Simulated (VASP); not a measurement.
# Si (Fmmm) in VASP: further runs, part 2 of 2

VASP 6.6.1. Earlier steps stand in the parts before.

## 3. Single point, LDA (strain -0.025 along x and y, -0.025 along z)

Input file INCAR:

```
  PREC = Accurate
  ENCUT = 520
  EDIFF = 1E-6
  ISMEAR = 0
  SIGMA = 0.15
  LREAL = F
  LASPH = T
  NELM = 60
  ALGO = Normal
  ISIF = 2
  LWAVE = F
  LCHARG = F
  NBANDS = 26
```

Input file KPOINTS:

```
Automatic mesh
0
Gamma
  10 10 8
```

Input file POSCAR:

```
Si
1.0
    4.4383336898     -2.3738387447      0.0000000000
    4.4383336898      2.3738387447      0.0000000000
    0.0000000000      0.0000000000      5.1944571589
Si
8
Direct
    0.5000000000      0.5000000000      0.7705063100
    0.5000000000      0.5000000000      0.2294936900
    1.0000000000      0.0000000000      0.2705063100
    0.0000000000      1.0000000000      0.7294936900
    0.7262158274      0.7262158274      0.5000000000
    0.2262158274      0.2262158274      0.0000000000
    0.2737841726      0.2737841726      0.5000000000
    0.7737841726      0.7737841726      0.0000000000
```

Potentials or basis: VASP PAW LDA potentials, release 64 (Si).

On the command line:

```
> cat potpaw_LDA.64/Si/POTCAR > POTCAR
> mpirun -np 1 vasp_std > vasp.out
```

OUTCAR:

```text
PREC = Accurate
   ENCUT = 520
   EDIFF = 1E-6
   ISMEAR = 0
   LREAL = F
   LASPH = T
   NELM = 60
   ISIF = 2

 ion  position               nearest neighbor table
   1  0.500  0.500  0.771-   4 2.38   4 2.38   2 2.38   5 2.45   7 2.45   6 2.71   8 2.71   2 2.81

   2  0.500  0.500  0.229-   3 2.38   3 2.38   1 2.38   5 2.45   7 2.45   6 2.71   8 2.71   1 2.81

   3  0.000  0.000  0.271-   2 2.38   2 2.38   4 2.38   6 2.45   8 2.45   7 2.71   5 2.71   4 2.81
[... 7 lines left out ...]
   7  0.274  0.274  0.500-   5 2.41   5 2.41   1 2.45   2 2.45   6 2.63   6 2.63   3 2.71   4 2.71

   8  0.774  0.774  0.000-   6 2.41   6 2.41   3 2.45   4 2.45   5 2.63   5 2.63   1 2.71   2 2.71

  LATTYP: Found a base centered orthorhombic cell.
 ALAT       =     4.7476774894
 B/A-ratio  =     1.8696862623
 C/A-ratio  =     1.0941048903

  Lattice vectors:

 A1 = (  -4.4383336898,  -2.3738387447,   0.0000000000)
 A2 = (   4.4383336898,  -2.3738387447,   0.0000000000)
 A3 = (   0.0000000000,   0.0000000000,   5.1944571589)

Analysis of symmetry for initial positions (statically):
=====================================================================
 Subroutine PRICEL returns following result:

  LATTYP: Found a face centered orthorhombic cell.
 ALAT       =     4.7476774894
 B/A-ratio  =     1.0941048903
 C/A-ratio  =     1.8696862623

  Lattice vectors:

 A1 = (  -4.4383336898,   0.0000000000,   2.5972285794)
 A2 = (  -4.4383336898,  -2.3738387447,   0.0000000000)
 A3 = (   0.0000000000,  -2.3738387447,   2.5972285795)

   2 primitive cells build up your supercell.

 Routine SETGRP: Setting up the symmetry group for a
 base centered orthorhombic supercell.

 Subroutine GETGRP returns: Found  8 space group operations
 (whereof  8 operations were pure point group operations)
[... 148 lines left out ...]
   EFERMI_NEDOS =   21; number of points for ismear=-14 and -15
   IALGO  =     38    algorithm
   IMIX   =      4    mixing-type and parameters
     AMIX     =   0.40;   BMIX     =  1.00
     AMIX_MAG =   1.60;   BMIX_MAG =  1.00
  volume/ion in A,a.u.               =      13.68        92.33
  Fermi-wavevector in a.u.,A,eV,Ry     =   1.086537  2.053257 16.062520  1.180562
  Thomas-Fermi vector in A             =   2.222676
   LORBIT       =      0    0 simple, 1 ext, 2 COOP (PROOUT), +10 PAW based schemes
   GGA     = CA    functional components
   LHFCALC =     F    Hartree Fock is set to
   AEXX    =    0.0000 exact exchange contribution
   IVDW    =     0    specifies the selected vdW correction
   LEPSILON=     F    determine dielectric tensor
   LRPA    =     F    only Hartree local field effects (RPA)
 non-spin polarized calculation
 Gauss-broadening in eV      SIGMA  =   0.15
  energy-cutoff  :      520.00
  volume of cell :      109.46
 maximum number of plane-waves:      2975
 NGX is ok and might be reduce to    40
   NGX = 19   NGY = 19   NGZ = 19

 number of electron      32.0000001 magnetization

 Free energy of the ion-electron system (eV)
  ---------------------------------------------------
  ext. energy  EPLUGINS =         0.00000000
  ---------------------------------------------------
  free energy    TOTEN  =       -45.69877565 eV

  energy without entropy =      -45.66758849  energy(sigma->0) =      -45.68318207

 E-fermi :  10.5802     XC(G=0): -11.4255

 val. band max:       10.5790979991   @ k =   0.0000   0.0000   0.2500
 cond. band min:      10.5806903191   @ k =  -0.1000   0.1000   0.1250
 fundamental gap:      0.0015923200
 Fermi energy:        10.5801690198

 k-point     1 :       0.0000    0.0000    0.0000
  band No.  band energies     occupation
      1      -4.1258      2.00000
      2       1.1218      2.00000
      3       1.1370      2.00000
      4       2.7845      2.00000
      5       3.0810      2.00000
      6       3.2947      2.00000
[... 685 lines left out ...]
     25      15.4704      0.00000
     26      15.6144      0.00000

 [... further k-points ...]
[... 5 lines left out ...]
  --------------------------------------------------------------------------------------
  -------------------------------------------------------------------------------------
  Total        6.8438781      7.9105226      6.8805467      0.0000000      0.0000000      0.0000000
  in kB      100.1778061    115.7909003    100.7145461      0.0000000      0.0000000      0.0000000
  external PRESSURE =     105.5610842 kB  Pullay stress =       0.0000000 kB

 VOLUME and BASIS-vectors are now :
 -----------------------------------------------------------------------------
  energy-cutoff  :      520.00
  volume of cell :      109.46
      direct lattice vectors                 reciprocal lattice vectors
     4.438333690 -2.373838745  0.000000000     0.112654891 -0.210629303  0.000000000
     4.438333690  2.373838745  0.000000000     0.112654891  0.210629303  0.000000000
     0.000000000  0.000000000  5.194457159     0.000000000  0.000000000  0.192512898

 POSITION                                       TOTAL-FORCE (eV/Angst)
 -----------------------------------------------------------------------------------
      4.43833      0.00000      4.00236         0.000000      0.000000     -0.011508
      4.43833      0.00000      1.19210        -0.000000      0.000000      0.011508
      0.00000      0.00000      1.40513         0.000000      0.000000     -0.011508
      0.00000      0.00000      3.78932         0.000000      0.000000      0.011508
      6.44638      0.00000      2.59723         0.160941      0.000000      0.000000
      2.00804      0.00000      0.00000         0.160941      0.000000      0.000000
      2.43029      0.00000      2.59723        -0.160941      0.000000     -0.000000
      6.86862      0.00000      0.00000        -0.160941      0.000000      0.000000
 -----------------------------------------------------------------------------------
    total drift:                                0.000000     -0.000000     -0.000000

  FREE ENERGIE OF THE ION-ELECTRON SYSTEM (eV)
  ---------------------------------------------------
  free  energy   TOTEN  =       -45.6987756532 eV

  energy  without entropy=      -45.6675884930  energy(sigma->0) =      -45.68318207
```

It took 5.1 min on 1 thread of Intel Xeon Platinum 8375C at 2.90GHz (Ice Lake), shared host; peak memory 0.4 GiB.

Results:

- Free energy: -45.6988 eV
- Pressure: 10.6 GPa
- Largest force: 0.161 eV/Å
- Band gap on the k mesh: zero (bands 16 and 17 overlap by 3.34 eV)

Forces on the atoms (eV/Å):
```
Si   0.000  0.000 -0.012
Si   0.000  0.000  0.012
Si   0.000  0.000 -0.012
Si   0.000  0.000  0.012
Si   0.161  0.000  0.000
Si   0.161  0.000  0.000
Si  -0.161  0.000  0.000
Si  -0.161  0.000  0.000
```

Stress tensor (GPa, compression positive):
```
10.02  0.00  0.00
 0.00 11.58  0.00
 0.00  0.00 10.07
```

Caveat: the cell differs from its parent crystal (strain -0.025 along x and y, -0.025 along z); the cell stands under pressure.

## 4. Single point, LDA (strain -0.050 along x and y, +0.050 along z)

Input file INCAR:

```
PREC     = Accurate       # precision mode
ENCUT    = 520            # plane-wave cutoff, eV
EDIFF    = 1E-6           # SCF threshold, eV
ISMEAR   = 0              # smearing method
SIGMA    = 0.15           # smearing width, eV
LREAL    = F              # projectors in reciprocal space
LASPH    = T              # aspherical terms in the spheres
NELM     = 80             # most SCF steps
ALGO     = Normal         # electronic algorithm
ISIF     = 2              # what is computed and relaxed
LWAVE    = F              # write WAVECAR
LCHARG   = F              # write CHGCAR
GGA      = CA             # functional
NBANDS   = 26             # bands
```

Input file KPOINTS:

```
regular mesh
0
Gamma
  10 10 8
```

Changes to POSCAR since step 3:

```diff
@@ -2,5 +2,5 @@
 1.0
-    4.4383336898     -2.3738387447      0.0000000000
-    4.4383336898      2.3738387447      0.0000000000
-    0.0000000000      0.0000000000      5.1944571589
+    4.3245302618     -2.3129710846      0.0000000000
+    4.3245302618      2.3129710846      0.0000000000
+    0.0000000000      0.0000000000      5.5940307865
 Si
```

Potentials or basis: VASP PAW LDA potentials, release 64 (Si).

On the command line:

```
> cat potpaw_LDA.64/Si/POTCAR > POTCAR
> mpirun -np 1 vasp_std > vasp.out
```

OUTCAR:

```text
PREC = Accurate
   ENCUT = 520
   EDIFF = 1E-6
   ISMEAR = 0
   LREAL = F
   LASPH = T
   NELM = 80
   ISIF = 2
   GGA = CA

 ion  position               nearest neighbor table
   1  0.500  0.500  0.771-   4 2.32   4 2.32   5 2.47   7 2.47   2 2.57   6 2.69   8 2.69   2 3.03

   2  0.500  0.500  0.229-   3 2.32   3 2.32   5 2.47   7 2.47   1 2.57   6 2.69   8 2.69   1 3.03

   3  0.000  0.000  0.271-   2 2.32   2 2.32   6 2.47   8 2.47   4 2.57   7 2.69   5 2.69   4 3.03
[... 7 lines left out ...]
   7  0.274  0.274  0.500-   5 2.35   5 2.35   1 2.47   2 2.47   3 2.69   4 2.69   6 2.83   6 2.83

[... 927 lines left out ...]
  in kB       88.7642299    179.5409916     -7.5858333     -0.0000000      0.0000000      0.0000000
  external PRESSURE =      86.9064627 kB  Pullay stress =       0.0000000 kB

 VOLUME and BASIS-vectors are now :
 -----------------------------------------------------------------------------
  energy-cutoff  :      520.00
  volume of cell :      111.91
      direct lattice vectors                 reciprocal lattice vectors
     4.324530262 -2.312971085  0.000000000     0.115619494 -0.216172179  0.000000000
     4.324530262  2.312971085  0.000000000     0.115619494  0.216172179  0.000000000
     0.000000000  0.000000000  5.594030787     0.000000000  0.000000000  0.178761977

 POSITION                                       TOTAL-FORCE (eV/Angst)
 -----------------------------------------------------------------------------------
      4.32453      0.00000      4.31024        -0.000000      0.000000      0.267675
      4.32453      0.00000      1.28379        -0.000000      0.000000     -0.267675
      0.00000      0.00000      1.51322        -0.000000      0.000000      0.267675
      0.00000      0.00000      4.08081        -0.000000      0.000000     -0.267675
      6.28108      0.00000      2.79702        -0.022349      0.000000      0.000000
      1.95655      0.00000      0.00000        -0.022349      0.000000      0.000000
      2.36798      0.00000      2.79702         0.022349      0.000000      0.000000
      6.69251      0.00000      0.00000         0.022349      0.000000      0.000000
 -----------------------------------------------------------------------------------
    total drift:                               -0.000000      0.000000     -0.000000

  FREE ENERGIE OF THE ION-ELECTRON SYSTEM (eV)
  ---------------------------------------------------
  free  energy   TOTEN  =       -45.4629462151 eV

  energy  without entropy=      -45.4328540168  energy(sigma->0) =      -45.44790012
```

Wall time 4.3 min (1 thread of Intel Xeon Platinum 8375C at 2.90GHz (Ice Lake), shared host); peak memory 0.39 GiB.

What came out:

| Property | Result |
| --- | --- |
| Free energy | -45.4629 eV |
| Pressure | 8.7 GPa |
| Largest force | 0.268 eV/Å |
| Band gap on the k mesh | zero (bands 16 and 17 overlap by 3.95 eV) |

Forces in eV/Å, atoms in the order of the input:
```
Si   0.000  0.000  0.268
Si   0.000  0.000 -0.268
Si   0.000  0.000  0.268
Si   0.000  0.000 -0.268
Si  -0.022  0.000  0.000
Si  -0.022  0.000  0.000
Si   0.022  0.000  0.000
Si   0.022  0.000  0.000
```

Levels at points of the mesh, in eV from the Fermi level:
```tsv
k point	band 13	band 14	band 15	band 16	band 17	band 18	band 19	band 20
(0.00, 0.00, 0.00)	-2.57	-2.46	-2.37	-2.32	-2.29	-1.94	-1.68	0.91
(0.50, 0.00, 0.00)	-1.52	-1.52	0.29	0.29	2.41	2.41	2.55	2.55
(0.50, 0.50, 0.00)	-1.86	-1.68	-0.02	1.19	1.64	1.90	2.04	2.88
(0.00, 0.00, 0.50)	-4.52	-4.52	-3.93	-3.93	2.39	2.39	2.63	2.63
(0.50, 0.00, 0.50)	-0.55	-0.55	0.23	0.23	0.42	0.42	0.42	0.42
(0.50, 0.50, 0.50)	-1.37	-1.37	-0.84	-0.84	0.68	0.68	1.90	1.90
```

Caveat: the cell differs from its parent crystal (strain -0.050 along x and y, +0.050 along z); the cell stands under pressure.

## 5. The runs side by side

```csv
cell,gap on the mesh (eV),pressure (GPa),largest force (eV/Å)
"a = 4.904, b = 4.904, c = 5.461 Å, angles 90.0, 90.0, 56.3°, 8 atoms",none,11.9,0.27
"a = 5.033, b = 5.033, c = 5.194 Å, angles 90.0, 90.0, 56.3°, 8 atoms",none,10.6,0.16
"a = 4.904, b = 4.904, c = 5.594 Å, angles 90.0, 90.0, 56.3°, 8 atoms",none,8.7,0.27
```

Alike in all rows: task single point; level LDA; potentials or basis VASP PAW LDA potentials, release 64 (Si); no spin polarisation; k mesh 10 × 10 × 8; cutoff (eV) 520; smearing gaussian 0.15 eV.

Caveats: the cell stands under pressure.

Absolute energies hang on the potentials; compare differences alone.
